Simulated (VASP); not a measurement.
Input of a VASP 6.6.1 run:

Contents of INCAR:

```
SYSTEM = MgCdSeS2
PREC = Accurate
ENCUT = 520
EDIFF = 1E-6
ISMEAR = 0
SIGMA = 0.1
LREAL = .FALSE.
LASPH = .TRUE.
NELM = 80
ALGO = Normal
ISIF = 2
LWAVE = .FALSE.
LCHARG = .TRUE.
GGA = PE
LELF = .TRUE.
LVHAR = .TRUE.
NBANDS = 24
```

The input KPOINTS:

```
Automatic mesh
0
G
  4 4 4
  0 0 0
```

Contents of POSCAR:

```
MgCdSeS2
1.0
   -2.5216400195      3.0502888167      4.7654237324
    2.5216400195     -3.0502888167      4.7654237324
    2.5216400195      3.0502888167     -4.7654237324
Mg Cd Se S
1 1 1 2
Direct
    0.0000000000      0.5000000000      0.5000000000
    0.5000000000      0.5000000000      0.0000000000
    0.0000000000      0.0000000000      0.0000000000
    0.7442763372      0.7442763372      0.0000000000
    0.2557236628      0.2557236628      0.0000000000
```

Potentials or basis: VASP PAW PBE potentials, release 64 (Mg, Cd, Se, S).

Launch:

```sh
$ cat potpaw_PBE.64/Mg/POTCAR potpaw_PBE.64/Cd/POTCAR potpaw_PBE.64/Se/POTCAR potpaw_PBE.64/S/POTCAR > POTCAR
$ mpirun -np 1 vasp_std > vasp.out
```

Q: What does it give for the largest force?

A: 0.100 eV/Å.

Q: What does it give for the pressure?

A: 0.1 GPa.

Stress tensor (GPa, compression positive):
```
 0.14  0.00  0.00
 0.00 -0.03  0.00
 0.00  0.00  0.16
```

Caveat: the k points lie up to 0.40 Å⁻¹ apart.
